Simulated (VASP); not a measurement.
Runs of VASP 6.6.1 on Fe. The structure is that of space group P6_3/mmc (No. 194), or close to it. The cells are those of the table. This isn't the form of Fe at room conditions, which is bcc.

```csv
level,potentials or basis,spin,U,fixed moment (μB),cell,k mesh,cutoff (eV),smearing,grid for exact exchange (PRECFOCK),share of exact exchange,gap on the mesh (eV),pressure (GPa),moment (μB)
B3LYP,"VASP PAW PBE potentials, release 64 (Fe)","collinear, ferromagnetic start",-,-,"a = 2.482, b = 2.482, c = 3.917 Å, angles 90.0, 90.0, 120.0°, 2 atoms",6 × 6 × 4,520,fermi-dirac 0.05 eV,Normal,0.2,none,-10.8,0.56
LDA+U,"VASP PAW LDA potentials, release 64 (Fe)","collinear, antiferromagnetic start",Fe d U = 7.0 eV,0.0,"a = 2.434, b = 2.434, c = 3.842 Å, angles 90.0, 90.0, 120.0°, 2 atoms",12 × 12 × 7,600,methfessel-paxton 0.1 eV,-,-,-,(a),0.00
B3LYP,"VASP PAW PBE potentials, release 64 (Fe)","collinear, ferromagnetic start",-,-,"a = 2.434, b = 2.434, c = 3.842 Å, angles 90.0, 90.0, 120.0°, 2 atoms",6 × 6 × 4,520,fermi-dirac 0.05 eV,Normal,0.2,none,6.3,0.56
PBEsol,"VASP PAW PBE potentials, release 64 (Fe_sv)","collinear, ferromagnetic start",-,9.0,"a = 2.434, b = 2.434, c = 3.842 Å, angles 90.0, 90.0, 120.0°, 2 atoms",10 × 10 × 6,600,fermi-dirac 0.05 eV,-,-,-,178.1,9.00
r2SCANh,"VASP PAW PBE potentials, release 64 (Fe)","collinear, ferromagnetic start",-,-,"a = 2.434, b = 2.434, c = 3.842 Å, angles 90.0, 90.0, 120.0°, 2 atoms",6 × 6 × 4,520,fermi-dirac 0.05 eV,Normal,0.1,none,(b),0.56
```

Alike in all rows: task single point.

Task: Fill in the values left out.

Result: (a) 52.1; (b) -4.4.

Caveats: some runs use coarse meshes; the PAW data sets were made with another functional, which shifts forces and pressure a little (at least some runs); the cell stands under pressure (at least some runs); the total moment is fixed, so each spin has its own Fermi level (at least some runs); the U is typed as a test and isn't derived for this compound (at least some runs).

A gap of «none» marks levels without a gap at the run's occupations.

The runs don't all hold the same shells in valence.
